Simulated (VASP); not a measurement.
Write the native input for VASP 6.6.1 that does the following.

- Task: single point
- Functional: PBE
- Potentials or basis: VASP PAW PBE potentials, release 64 (Zr_sv, N)
- Cutoff: 520 eV
- k mesh: 11 × 11 × 1
- Occupations: gaussian, width 0.1 eV
- Spin: no spin polarisation
- Dipole correction: yes
- Further INCAR settings: ALGO = Normal; EDIFF = 1e-06; NBANDS = 54; NELMDL = -8

The structure of ZrN lies in POSCAR:

```
ZrN
1.0
    3.2489094155      0.0000000000      0.0000000000
    0.0000000000      3.2489094155      0.0000000000
    0.0000000000      0.0000000000     24.1893035168
Zr N
5 5
Direct
    0.5000000000      0.5000000000      0.3100544005
    0.0000000000      0.0000000000      0.4050272002
    0.5000000000      0.5000000000      0.5000000000
    0.0000000000      0.0000000000      0.5949727998
    0.5000000000      0.5000000000      0.6899455995
    0.0000000000      0.0000000000      0.3100544005
    0.5000000000      0.5000000000      0.4050272002
    0.0000000000      0.0000000000      0.5000000000
    0.5000000000      0.5000000000      0.5949727998
    0.0000000000      0.0000000000      0.6899455995
```

One way to write it, as run:

INCAR

```
SYSTEM = ZrN
  PREC = Accurate
  ENCUT = 520
  EDIFF = 1E-6
  ISMEAR = 0
  SIGMA = 0.1
  LREAL = .FALSE.
  LASPH = .TRUE.
  NELM = 120
  ALGO = Normal
  ISIF = 2
  LWAVE = .FALSE.
  LCHARG = .FALSE.
  LDIPOL = .TRUE.
  IDIPOL = 3
  DIPOL = 0.5 0.5 0.500
  GGA = PE
  NBANDS = 54
  GGA_COMPAT = .FALSE.
  NELMDL = -8
```

KPOINTS

```
Automatic mesh
0
G
  11 11 1
  0 0 0
```

Potentials or basis: VASP PAW PBE potentials, release 64 (Zr_sv, N).

The run is started by

```sh
$ cat potpaw_PBE.64/Zr_sv/POTCAR potpaw_PBE.64/N/POTCAR > POTCAR
$ mpirun -np 1 vasp_std > vasp.out
```

It gave:

- Largest force: 1.704 eV/Å
- Band gap on the k mesh: zero (an odd number of electrons rules out a gap without spin polarisation)

It took 4.4 min on 1 thread of Intel(R) Xeon(R) 6975P-C (Granite Rapids), on a shared host, peak memory 0.43 GiB.
